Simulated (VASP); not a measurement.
# Zn (Pm-3m) in VASP: notebook

The runs below take Zn through single point, relaxation of cell and atoms, with PBE.

Everything below comes from runs of VASP 6.6.1. Logs are shortened: lines on timing, memory, paths and dates and some standing lists are left out, and cuts for length are marked.

### 1 The cell of the first run

Symmetry: Pm-3m, No. 221, cubic system. Conventional cell: a = 2.166 Å, b = 2.166 Å, c = 2.166 Å, α = 90.00°, β = 90.00°, γ = 90.00°. Within 2.9 Å of Zn (site symmetry m-3m) lie 6 Zn at 2.17 Å.

### 2 Single point, PBE

The input, INCAR:

```
PREC = Accurate
ENCUT = 520
EDIFF = 1E-6
ISMEAR = -1
SIGMA = 0.1
LREAL = False
LASPH = True
NELM = 80
ALGO = Normal
ISIF = 2
LWAVE = False
LCHARG = False
GGA = PE
NBANDS = 12
```

The input, KPOINTS:

```
Automatic mesh
0
Gamma
  18 18 18
```

The input, POSCAR:

```
Zn
1.0
    2.1661420600      0.0000000000      0.0000000000
    0.0000000000      2.1661420600      0.0000000000
    0.0000000000      0.0000000000      2.1661420600
Zn
1
Direct
    0.0000000000      0.0000000000      0.0000000000
```

Potentials or basis: VASP PAW PBE potentials, release 64 (Zn).

Started as:

```sh
$ cat potpaw_PBE.64/Zn/POTCAR > POTCAR
$ mpirun -np 1 vasp_std > vasp.out
```

OUTCAR:

```text
PREC = Accurate
   ENCUT = 520
   EDIFF = 1E-6
   ISMEAR = -1
   LREAL = False
   LASPH = True
   NELM = 80
   ISIF = 2
   GGA = PE

 ion  position               nearest neighbor table
   1  0.000  0.000  0.000-

  LATTYP: Found a simple cubic cell.
 ALAT       =     2.1661420600

  Lattice vectors:

 A1 = (   2.1661420600,   0.0000000000,   0.0000000000)
 A2 = (   0.0000000000,   2.1661420600,   0.0000000000)
 A3 = (   0.0000000000,   0.0000000000,   2.1661420600)

Analysis of symmetry for initial positions (statically):
=====================================================================
 Subroutine PRICEL returns:
 Original cell was already a primitive cell.

 Routine SETGRP: Setting up the symmetry group for a
 simple cubic supercell.

 Subroutine GETGRP returns: Found 48 space group operations
 (whereof 48 operations were pure point group operations)
 out of a pool of 48 trial point group operations.

The static configuration has the point symmetry O_h .

Analysis of symmetry for dynamics (positions and initial velocities):
=====================================================================
 Subroutine PRICEL returns:
 Original cell was already a primitive cell.

 Routine SETGRP: Setting up the symmetry group for a
 simple cubic supercell.

 Subroutine GETGRP returns: Found 48 space group operations
 (whereof 48 operations were pure point group operations)
 out of a pool of 48 trial point group operations.

The dynamic configuration has the point symmetry O_h .

 Subroutine INISYM returns: Found 48 space group operations
 (whereof 48 operations are pure point group operations),
 and found     1 'primitive' translations

----------------------------------------------------------------------------------------

                                     Primitive cell

  volume of cell :      10.1639

  direct lattice vectors                    reciprocal lattice vectors
     2.166142060  0.000000000  0.000000000     0.461650239  0.000000000  0.000000000
     0.000000000  2.166142060  0.000000000     0.000000000  0.461650239  0.000000000
     0.000000000  0.000000000  2.166142060     0.000000000  0.000000000  0.461650239

  length of vectors
     2.166142060  2.166142060  2.166142060     0.461650239  0.461650239  0.461650239

  position of ions in fractional coordinates (direct lattice)
     0.000000000  0.000000000  0.000000000

  ion indices of the primitive-cell ions
   primitive index   ion index
                 1           1

----------------------------------------------------------------------------------------

 KPOINTS: Automatic mesh

Automatic generation of k-mesh.
 Grid dimensions read from file:
 generate k-points for:   18   18   18

 Generating k-lattice:

  Cartesian coordinates                     Fractional coordinates (reciprocal lattice)
     0.025647236  0.000000000  0.000000000     0.055555556  0.000000000  0.000000000
     0.000000000  0.025647236  0.000000000     0.000000000  0.055555556  0.000000000
     0.000000000  0.000000000  0.025647236     0.000000000  0.000000000  0.055555556

  Length of vectors
     0.025647236  0.025647236  0.025647236

  Shift w.r.t. Gamma in fractional coordinates (k-lattice)
     0.000000000  0.000000000  0.000000000

 Subroutine IBZKPT returns following result:
 ===========================================

 Found    220 irreducible k-points:

 Following reciprocal coordinates:
            Coordinates               Weight
  0.000000  0.000000  0.000000      1.000000
  0.055556  0.000000  0.000000      6.000000
  0.111111  0.000000  0.000000      6.000000
  0.166667  0.000000  0.000000      6.000000
  0.222222  0.000000  0.000000      6.000000
  0.277778  0.000000  0.000000      6.000000
[... 16 lines left out ...]
  0.277778  0.111111  0.000000     24.000000
  0.333333  0.111111  0.000000     24.000000
 [... further k-points ...]
   k-points           NKPTS =    220   k-points in BZ     NKDIM =    220   number of bands    NBANDS=     12
   number of dos      NEDOS =    301   number of ions     NIONS =      1
   total plane-waves  NPLWV =   4096
   dimension x,y,z NGX =    16 NGY =   16 NGZ =   16
   dimension x,y,z NGXF=    32 NGYF=   32 NGZF=   32
   ions per type =               1
   NGX,Y,Z   is equivalent  to a cutoff of  12.28, 12.28, 12.28 a.u.
   NGXF,Y,Z  is equivalent  to a cutoff of  24.56, 24.56, 24.56 a.u.
 SYSTEM =  unknown system
   PREC   = accura    normal or accurate (medium, high low for compatibility)
   ISTART =      0    job   : 0-new  1-cont  2-samecut
   ICHARG =      2    charge: 1-file 2-atom 10-const
   ISPIN  =      1    spin polarized calculation?
   LNONCOLLINEAR =      F non collinear calculations
   LSORBIT =      F    spin-orbit coupling
   LASPH  =      T    aspherical Exc in radial PAW
   ENCUT  =  520.0 eV  38.22 Ry    6.18 a.u.   4.03  4.03  4.03*2*pi/ulx,y,z
   NELM   =     80;   NELMIN=  2; NELMDL= -5     # of ELM steps
   EDIFF  = 0.1E-05   stopping-criterion for ELM
   LREAL  =      F    real-space projection
   EDIFFG = 0.1E-04   stopping-criterion for IOM
   NSW    =      0    number of steps for IOM
   IBRION =     -1    ionic relax: 0-MD 1-quasi-New 2-CG
   NFREE  =      0    steps in history (QN), initial steepest desc. (CG)
   ISIF   =      2    stress and relaxation
   ISYM   =      2    0-nonsym 1-usesym 2-fastsym
   POTIM  = 0.5000    time-step for ionic-motion
   TEBEG  =    0.0;   TEEND  =   0.0 temperature during run
   PSTRESS=    0.0 pullay stress
   NELECT =      12.0000    total number of electrons
   NUPDOWN=      -1.0000    fix difference up-down
   EMIN   =  10.00;   EMAX   =-10.00  energy-range for DOS
   EFERMI =   0.00;   METHOD = LEGACY
   ISMEAR =    -1;   SIGMA  =   0.10  broadening in eV -4-tet -1-fermi 0-gaus
   EFERMI_NEDOS =   21; number of points for ismear=-14 and -15
   IALGO  =     38    algorithm
   IMIX   =      4    mixing-type and parameters
     AMIX     =   0.40;   BMIX     =  1.00
     AMIX_MAG =   1.60;   BMIX_MAG =  1.00
  volume/ion in A,a.u.               =      10.16        68.59
  Fermi-wavevector in a.u.,A,eV,Ry     =   1.730274  3.269744 40.733795  2.993849
  Thomas-Fermi vector in A             =   2.804861
   LORBIT       =      0    0 simple, 1 ext, 2 COOP (PROOUT), +10 PAW based schemes
   GGA     = PE    functional components
   LHFCALC =     F    Hartree Fock is set to
   AEXX    =    0.0000 exact exchange contribution
   IVDW    =     0    specifies the selected vdW correction
   LEPSILON=     F    determine dielectric tensor
   LRPA    =     F    only Hartree local field effects (RPA)
 non-spin polarized calculation
  energy-cutoff  :      520.00
  volume of cell :       10.16
 maximum number of plane-waves:       288
   NGX =  9   NGY =  9   NGZ =  9

 number of electron      12.0000010 magnetization

 Free energy of the ion-electron system (eV)
  ---------------------------------------------------
  ext. energy  EPLUGINS =         0.00000000
  ---------------------------------------------------
  free energy    TOTEN  =         0.84691438 eV

  energy without entropy =        0.85543485  energy(sigma->0) =        0.85117461

 E-fermi :   6.6644     XC(G=0): -13.7702

 val. band max:        6.6473096383   @ k =   0.5000   0.2778   0.2222
 cond. band min:       6.6800473672   @ k =   0.4444   0.4444   0.1111
 fundamental gap:      0.0327377289
 Fermi energy:         6.6644307752

 k-point     1 :       0.0000    0.0000    0.0000
  band No.  band energies     occupation
      1      -7.4520      2.00000
      2      -4.3510      2.00000
      3      -4.3510      2.00000
      4      -1.2243      2.00000
      5      -1.2243      2.00000
      6      -1.2243      2.00000
      7      24.2765      0.00000
      8      24.2765      0.00000
      9      24.2765      0.00000
     10      27.9181      0.00000
     11      27.9181      0.00000
     12      33.5223      0.00000

 k-point     2 :       0.0556    0.0000    0.0000
  band No.  band energies     occupation
      1      -7.3479      2.00000
      2      -4.3398      2.00000
      3      -4.3064      2.00000
      4      -1.2549      2.00000
      5      -1.2549      2.00000
      6      -1.2217      2.00000
      7      22.5462      0.00000
      8      24.4106      0.00000
      9      24.4106      0.00000
     10      27.9683      0.00000
     11      29.2937      0.00000
     12      34.0867      0.00000

 k-point     3 :       0.1111    0.0000    0.0000
  band No.  band energies     occupation
      1      -7.0418      2.00000
      2      -4.3075      2.00000
      3      -4.1718      2.00000
      4      -1.3424      2.00000
      5      -1.3424      2.00000
      6      -1.2145      2.00000
      7      19.7483      0.00000
      8      24.8087      0.00000
      9      24.8087      0.00000
     10      28.1195      0.00000
     11      30.7196      0.00000
     12      36.0818      0.00000
[... 286 lines left out ...]
 k-point    23 :       0.2778    0.1111    0.0000
  band No.  band energies     occupation
      1      -4.9570      2.00000
      2      -3.9772      2.00000
      3      -3.0833      2.00000
      4      -1.7829      2.00000
      5      -1.7513      2.00000
      6      -1.2843      2.00000
      7      11.9339      0.00000
      8      22.4923      0.00000
      9      27.9609      0.00000
     10      30.8029      0.00000
     11      34.9006      0.00000
     12      38.1912      0.00000

 k-point    24 :       0.3333    0.1111    0.0000
  band No.  band energies     occupation
      1      -4.4578      2.00000
      2      -3.8972      2.00000
      3      -2.7066      2.00000
      4      -1.9330      2.00000
      5      -1.4380      2.00000
      6      -1.2689      2.00000
      7       9.5226      0.00000
      8      23.5661      0.00000
      9      29.2490      0.00000
     10      31.3332      0.00000
     11      33.2439      0.00000
     12      38.3019      0.00000

 [... further k-points ...]
[... 5 lines left out ...]
  --------------------------------------------------------------------------------------
  -------------------------------------------------------------------------------------
  Total        7.7499150      7.7499150      7.7499150      0.0000000      0.0000000     -0.0000000
  in kB     1221.6497653   1221.6497653   1221.6497653      0.0000000      0.0000000     -0.0000000
  external PRESSURE =    1221.6497653 kB  Pullay stress =       0.0000000 kB

 VOLUME and BASIS-vectors are now :
 -----------------------------------------------------------------------------
  energy-cutoff  :      520.00
  volume of cell :       10.16
      direct lattice vectors                 reciprocal lattice vectors
     2.166142060  0.000000000  0.000000000     0.461650239  0.000000000  0.000000000
     0.000000000  2.166142060  0.000000000     0.000000000  0.461650239  0.000000000
     0.000000000  0.000000000  2.166142060     0.000000000  0.000000000  0.461650239

 POSITION                                       TOTAL-FORCE (eV/Angst)
 -----------------------------------------------------------------------------------
      0.00000      0.00000      0.00000         0.000000      0.000000      0.000000
 -----------------------------------------------------------------------------------
    total drift:                               -0.000000      0.000000      0.000000

  FREE ENERGIE OF THE ION-ELECTRON SYSTEM (eV)
  ---------------------------------------------------
  free  energy   TOTEN  =         0.8469143753 eV

  energy  without entropy=        0.8554348475  energy(sigma->0) =        0.85117461
```

Run time: 4.8 s. Hardware: 1 thread of Intel Xeon 6975P-C (Granite Rapids), shared host; peak memory 0.13 GiB.

What came out:

```yaml
Free_energy: 0.8469 eV
Pressure: 122.2 GPa
Band_gap_on_the_k_mesh: zero (band 6 reaches 14.98 eV, above the bottom of band 7 at 4.36 eV)
```

### 3 Single point, PBE

The input, INCAR:

```
ALGO     = Normal         # electronic algorithm
EDIFF    = 1E-6           # SCF threshold, eV
ENCUT    = 520            # plane-wave cutoff, eV
GGA      = PE             # functional
ISIF     = 2              # what is computed and relaxed
ISMEAR   = -1             # smearing method
LASPH    = T              # aspherical terms in the spheres
LCHARG   = F              # write CHGCAR
LREAL    = F              # projectors in reciprocal space
LWAVE    = F              # write WAVECAR
NBANDS   = 12             # bands
NELM     = 100            # most SCF steps
PREC     = Accurate       # precision mode
SIGMA    = 0.1            # smearing width, eV
```

The input, KPOINTS:

```
k-points
0
Gamma
  18 18 18
```

The input, POSCAR:

```
Zn
1.0
    2.1662483797      0.0000000000      0.0000000000
    0.0000000000      2.1662483797      0.0000000000
    0.0000000000      0.0000000000      2.1662483797
Zn
1
Direct
    0.0000000000      0.0000000000      0.0000000000
```

Potentials or basis: VASP PAW PBE potentials, release 64 (Zn).

Started as:

```sh
$ cat potpaw_PBE.64/Zn/POTCAR > POTCAR
$ mpirun -np 1 vasp_std > vasp.out
```

Run time: 5.6 s. Hardware: 1 thread of Intel Xeon 6975P-C (Granite Rapids), shared host; peak memory 0.13 GiB.

The run converged. Its results:

```
Free energy            : 0.8458 eV
Pressure               : 122.1 GPa
Band gap on the k mesh : zero (band 6 reaches 14.98 eV, above the bottom of band 7 at 4.36 eV)
```

Levels at points of the mesh, in eV from the Fermi level:
```
           k point  band 3  band 4  band 5  band 6  band 7  band 8  band 9  band 10
(0.00, 0.00, 0.00)  -11.01   -7.89   -7.89   -7.89   17.61   17.61   17.61    21.25
(0.50, 0.00, 0.00)   -8.84   -8.84   -7.80   -6.07   -2.31   24.45   25.90    25.90
(0.50, 0.50, 0.00)   -8.66   -8.66   -7.20    0.96    0.96    7.07    7.33    32.14
(0.50, 0.50, 0.50)  -10.52   -7.15   -7.15    8.32    8.32    8.32   11.89    14.05
```

### 4 Relaxation of cell and atoms, PBE, target pressure 120 GPa, at which the enthalpy is minimised

This run uses another cell than the first one, of 9.54 Å³/atom, 0.939 times its volume.

The input, INCAR:

```
SYSTEM = Zn
ALGO = Normal
EDIFF = 1E-6
EDIFFG = -0.005
ENCUT = 600
GGA = PE
IBRION = 2
ISIF = 3
ISMEAR = -1
LASPH = .True.
LCHARG = .False.
LREAL = .False.
LWAVE = .False.
NELM = 60
NSW = 60
PREC = Accurate
PSTRESS = 1200.0
SIGMA = 0.1
```

The input, KPOINTS:

```
k-points
0
Gamma
  18 18 18
  0 0 0
```

The input, POSCAR:

```
Zn
1.0
    2.1208012383      0.0000000000      0.0000000000
    0.0000000000      2.1208012383      0.0000000000
    0.0000000000      0.0000000000      2.1208012383
Zn
1
Direct
    0.0000000000      0.0000000000      0.0000000000
```

Started as:

```sh
$ cat potpaw_PBE.64/Zn/POTCAR > POTCAR
$ mpirun -np 1 vasp_std > vasp.out
```

Run time: 43 s. Hardware: 1 thread of Intel Xeon 6975P-C (Granite Rapids), shared host; peak memory 0.14 GiB.

Results (log left out):

- Free energy: 0.8141 eV
- Relaxed volume: 10.21 Å³/atom
- Relaxed cell: a = 2.169 Å, b = 2.169 Å, c = 2.169 Å, α = 90.00°, β = 90.00°, γ = 90.00°
- Space group after relaxing (to 0.05 Å): Pm-3m (No. 221)
- Energy change on relaxing (the enthalpy is what falls): -577.4 meV/atom
- Ionic steps: 15
- Pressure after relaxing: 120.0 GPa
- Band gap on the k mesh: zero (band 6 reaches 14.91 eV, above the bottom of band 7 at 4.30 eV)

The path:
| step | energy change (eV) | largest force (eV/Å) | pressure (GPa) | volume (Å³) |
| --- | --- | --- | --- | --- |
| 1 | 0.0000 | 0.0000 | 158.40 | 9.54 |
| 2 | -1.8411 | 0.0000 | 37.51 | 13.06 |
| 3 | -0.6390 | 0.0000 | 115.85 | 10.29 |
| 4 | -0.5799 | 0.0000 | 119.91 | 10.21 |
| 5 | -0.5695 | 0.0000 | 120.53 | 10.20 |
| 6 | -0.5700 | 0.0000 | 120.37 | 10.20 |
| 7 | -0.5711 | 0.0000 | 120.33 | 10.20 |
| 8 | -0.5711 | 0.0000 | 120.43 | 10.20 |
| 9 | -0.5712 | 0.0000 | 120.41 | 10.20 |
| 10 | -0.5713 | 0.0000 | 120.39 | 10.20 |
| 11 | -0.5715 | 0.0000 | 120.35 | 10.20 |
| 12 | -0.5719 | 0.0000 | 120.26 | 10.20 |
| 13 | -0.5726 | 0.0000 | 120.26 | 10.20 |
| 14 | -0.5742 | 0.0000 | 120.10 | 10.20 |
| 15 | -0.5774 | 0.0000 | 120.05 | 10.21 |

Final structure:
```yaml
crystal:
  lattice:
    - [2.16927, 0.00000, 0.00000]
    - [0.00000, 2.16927, 0.00000]
    - [0.00000, 0.00000, 2.16927]
  atoms:
    - { symbol: Zn, position: [0.00000, 0.00000, 0.00000] }
```

Levels at points of the mesh, in eV from the Fermi level:
```tsv
k point	band 2	band 3	band 4	band 5	band 6	band 7	band 8	band 9	band 10
(0.00, 0.00, 0.00)	-10.98	-10.98	-7.87	-7.87	-7.87	17.57	17.57	17.57	21.20
(0.50, 0.00, 0.00)	-10.60	-8.82	-8.82	-7.79	-6.04	-2.31	24.41	25.82	25.82
(0.50, 0.50, 0.00)	-10.14	-8.64	-8.64	-7.19	0.97	0.97	7.03	7.32	32.07
(0.50, 0.50, 0.50)	-10.49	-10.49	-7.14	-7.14	8.29	8.29	8.29	11.89	14.02
```

Caveat: the cell is relaxed towards a set pressure, so the enthalpy falls and the energy may rise.

### 5 Relaxation of cell and atoms, PBE, target pressure 120 GPa, at which the enthalpy is minimised

The input, INCAR:

```
PREC = Accurate
ENCUT = 600
EDIFF = 1E-7
ISMEAR = -1
SIGMA = 0.1
LREAL = F
LASPH = T
NELM = 80
ALGO = Normal
ISIF = 3
LWAVE = F
LCHARG = F
GGA = PE
IBRION = 2
NSW = 32
EDIFFG = -0.005
PSTRESS = 1200.0
```

The input, KPOINTS:

```
regular mesh
0
Gamma
  18 18 18
```

The input, POSCAR:

```
Zn
1.0
    2.1661420600      0.0000000000      0.0000000000
    0.0000000000      2.1661420600      0.0000000000
    0.0000000000      0.0000000000      2.1661420600
Zn
1
Direct
    0.0000000000      0.0000000000      0.0000000000
```

Started as:

```sh
$ cat potpaw_PBE.64/Zn/POTCAR > POTCAR
$ mpirun -np 1 vasp_std > vasp.out
```

It took 18 s on 1 thread of Intel Xeon 6975P-C (Granite Rapids), shared host; peak memory 0.14 GiB.

Results (log left out):

| Quantity | Value |
| --- | --- |
| Free energy | 0.8140 eV |
| Relaxed volume | 10.21 Å³/atom |
| Relaxed cell | a = 2.169 Å, b = 2.169 Å, c = 2.169 Å, α = 90.00°, β = 90.00°, γ = 90.00° |
| Space group after relaxing (to 0.05 Å) | Pm-3m (No. 221) |
| Energy change on relaxing (the enthalpy is what falls) | -33.1 meV/atom |
| Ionic steps | 3 |
| Pressure after relaxing | 120.0 GPa |
| Band gap on the k mesh | zero (band 6 reaches 14.91 eV, above the bottom of band 7 at 4.30 eV) |

Step by step:
| step | energy change (eV) | largest force (eV/Å) | pressure (GPa) | volume (Å³) |
| --- | --- | --- | --- | --- |
| 1 | 0.0000 | 0.0000 | 122.19 | 10.16 |
| 2 | -0.1503 | 0.0000 | 112.30 | 10.37 |
| 3 | -0.0331 | 0.0000 | 120.01 | 10.21 |

Final structure:
```xyz
1
Lattice="2.1693 0.0000 0.0000 0.0000 2.1693 0.0000 0.0000 0.0000 2.1693" Properties=species:S:1:pos:R:3 pbc="T T T"
Zn    0.0000    0.0000    0.0000
```

Levels at points of the mesh, in eV from the Fermi level:
| k point | band 2 | band 3 | band 4 | band 5 | band 6 | band 7 | band 8 | band 9 | band 10 |
| --- | --- | --- | --- | --- | --- | --- | --- | --- | --- |
| (0.00, 0.00, 0.00) | -10.98 | -10.98 | -7.88 | -7.88 | -7.88 | 17.57 | 17.57 | 17.57 | 21.20 |
| (0.50, 0.00, 0.00) | -10.60 | -8.82 | -8.82 | -7.79 | -6.04 | -2.31 | 24.41 | 25.82 | 25.82 |
| (0.50, 0.50, 0.00) | -10.14 | -8.64 | -8.64 | -7.19 | 0.97 | 0.97 | 7.03 | 7.32 | 32.07 |
| (0.50, 0.50, 0.50) | -10.49 | -10.49 | -7.14 | -7.14 | 8.29 | 8.29 | 8.29 | 11.89 | 14.02 |

Caveat: the cell is relaxed towards a set pressure, so the enthalpy falls and the energy may rise.

### 6 Summary

```csv
task,cell,cutoff (eV),gap on the mesh (eV),pressure (GPa)
single point,"a = 2.166 Å, 1 atom",520,none,122.1
relaxation of cell and atoms,"relaxed to 120 GPa from a = 2.121 Å, 1 atom",600,none,120.0
relaxation of cell and atoms,"relaxed to 120 GPa from a = 2.166 Å, 1 atom",600,none,120.0
```

Alike in all rows: level PBE; potentials or basis VASP PAW PBE potentials, release 64 (Zn); no spin polarisation; k mesh 18 × 18 × 18; smearing fermi-dirac 0.1 eV.

Caveats: the cell is relaxed towards a set pressure, so the enthalpy falls and the energy may rise (some runs).

Total energies depend on the potentials used, so only differences within one code and one set of settings carry meaning.
